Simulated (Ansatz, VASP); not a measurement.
# Two plane-wave programs on B4As3N

POSCAR

```
B4As3N
1.0
    4.5154813062      0.0000000000      0.0000000000
    0.0000000000      4.5154813062      0.0000000000
    0.0000000000      0.0000000000      4.5154813062
N B As
1 4 3
Direct
    0.0000000000      0.0000000000      0.0000000000
    0.7784266494      0.7784266494      0.7784266494
    0.2215733506      0.2215733506      0.7784266494
    0.2215733506      0.7784266494      0.2215733506
    0.7784266494      0.2215733506      0.2215733506
    0.5000000000      0.5000000000      0.0000000000
    0.5000000000      0.0000000000      0.5000000000
    0.0000000000      0.5000000000      0.5000000000
```

Contents of INCAR.step1:

```
  PREC = Accurate
  ENCUT = 520
  EDIFF = 1E-5
  ISMEAR = 0
  SIGMA = 0.01
  LREAL = F
  LASPH = T
  NELM = 80
  ALGO = Normal
  ISIF = 2
  LWAVE = T
  LCHARG = F
  NBANDS = 26
  GGA = PE
```

The input INCAR.step2:

```
  PREC = Accurate
  ENCUT = 520
  EDIFF = 1E-7
  ISMEAR = 0
  SIGMA = 0.01
  LREAL = F
  LASPH = T
  NELM = 80
  ALGO = Normal
  ISIF = 2
  LWAVE = F
  LCHARG = F
  GGA = PE
  LHFCALC = T
  HFSCREEN = 0.2079
  PRECFOCK = Fast
  NBANDS = 26
  ISTART = 1
```

The input KPOINTS:

```
regular mesh
0
Gamma
  4 4 4
```

Input for Ansatz:

```yaml
crystal:
  lattice:
    - [4.5154813062, 0.0, 0.0]
    - [0.0, 4.5154813062, 0.0]
    - [0.0, 0.0, 4.5154813062]
  atoms:
    - { symbol: "N", position: [0.0, 0.0, 0.0] }
    - { symbol: B, position: [0.7784266494, 0.7784266494, 0.7784266494] }
    - { symbol: As, position: [0.5, 0.5, 0.0] }
    - { symbol: B, position: [0.2215733506, 0.2215733506, 0.7784266494] }
    - { symbol: As, position: [0.5, 0.0, 0.5] }
    - { symbol: B, position: [0.2215733506, 0.7784266494, 0.2215733506] }
    - { symbol: As, position: [0.0, 0.5, 0.5] }
    - { symbol: B, position: [0.7784266494, 0.2215733506, 0.2215733506] }
kpoints:
  mp_grid: { grid: [4, 4, 4] }
  band_path:
    path: [[0.0, 0.0, 0.0], [0.0, 0.5, 0.0], [0.5, 0.5, 0.0], [0.5, 0.5, 0.5]]
    npoints: 1
hamiltonian:
  xc: hse06
scf:
  occupations: { method: fixed }
  n_extra_bands: 6
output:
  forces: true
  stress: true
  eigenvalues: true
```

Alike in both runs: task single point; functional HSE06; k mesh 4 × 4 × 4; no spin polarisation.

|  | VASP | Ansatz |
| --- | --- | --- |
| version | VASP 6.6.1 | Ansatz 0.2.0 |
| potentials or method | VASP PAW PBE potentials, release 64 (N, B, As) | plane waves, PAW |
| plane-wave cutoff (eV) | 520 | 420 |
| occupations | gaussian, width 0.01 eV | fixed |
| valence electrons in the cell | 32 | 62 |

|  | VASP | Ansatz | Ansatz less VASP |
| --- | --- | --- | --- |
| gap on the k mesh at the Fermi level (eV) | 0.96 | 0.96 | -0.008 |
| pressure (GPa) | -1.7 | -1.7 | -0.02 |
| rms of the force components (eV/Å) | 0.079 | 0.077 | -0.0020 |

VASP's potentials hold 32 valence electrons a cell and Ansatz's 62, so a difference there can come from the potentials and not from the codes. Ansatz's warnings: stress exchange threshold loose, stress scf threshold loose.
